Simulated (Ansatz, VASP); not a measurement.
## MgO in VASP and in Ansatz

The input INCAR:

```
PREC = Accurate ; ENCUT = 520
EDIFF = 1E-6 ; ISMEAR = 0
SIGMA = 0.05 ; LREAL = False
LASPH = True ; NELM = 80
ALGO = Normal ; ISIF = 2
LWAVE = False ; LCHARG = False
GGA = PE ; NBANDS = 16
```

File KPOINTS:

```
regular mesh
0
Gamma
  9 9 6
```

The input POSCAR:

```
MgO
1.0
    3.5780482631      0.0000000000      0.0000000000
   -1.7890241316      3.0986806918      0.0000000000
    0.0000000000      0.0000000000      4.1716464700
Mg O
2 2
Direct
    0.6666666667      0.3333333333      0.7500000000
    0.3333333333      0.6666666667      0.2500000000
    0.6666666667      0.3333333333      0.2500000000
    0.3333333333      0.6666666667      0.7500000000
```

Input for Ansatz:

```yaml
crystal:
  lattice:
    - [3.5780482631, 0.0, 0.0]
    - [-1.7890241316, 3.0986806918, 0.0]
    - [0.0, 0.0, 4.17164647]
  atoms:
    - { symbol: Mg, position: [0.6666666667, 0.3333333333, 0.75] }
    - { symbol: Mg, position: [0.3333333333, 0.6666666667, 0.25] }
    - { symbol: O, position: [0.6666666667, 0.3333333333, 0.25] }
    - { symbol: O, position: [0.3333333333, 0.6666666667, 0.75] }
basis:
  ecutwfc: 520.0
kpoints:
  mp_grid: { grid: [9, 9, 6] }
hamiltonian:
  xc: pbe
  pseudopotentials: { kind: paw, azcp: { folder: soft_1 } }
scf:
  occupations: { method: gaussian, width: 0.05 }
output:
  forces: true
  stress: true
  eigenvalues: true
```

Alike in both runs: task single point; functional PBE; k mesh 9 × 9 × 6; occupations gaussian, width 0.05 eV; no spin polarisation.

|  | VASP | Ansatz |
| --- | --- | --- |
| version | VASP 6.6.1 | Ansatz 0.2.0 |
| potentials or method | VASP PAW PBE potentials, release 64 (Mg, O), cutoff 520 eV | scalar-relativistic, plane waves, PAW |
| valence electrons in the cell | 16 | 32 |

Ansatz gave:

```
gap on the k mesh at the Fermi level (eV)                     : 3.25
least direct gap on the mesh (eV)                             : 3.25
pressure (GPa)                                                : -1.5
traceless stress, the component that is largest in VASP (GPa) : 3.10
```

Which values does VASP return?

gap on the k mesh at the Fermi level (eV): 3.23; least direct gap on the mesh (eV): 3.23; pressure (GPa): -2.1; traceless stress, the component that is largest in VASP (GPa): 3.02.

With one functional, cell and mesh, what is left measures potentials, basis and numerics. VASP's potentials hold 16 valence electrons a cell and Ansatz's 32, so a difference there can come from the potentials and not from the codes.
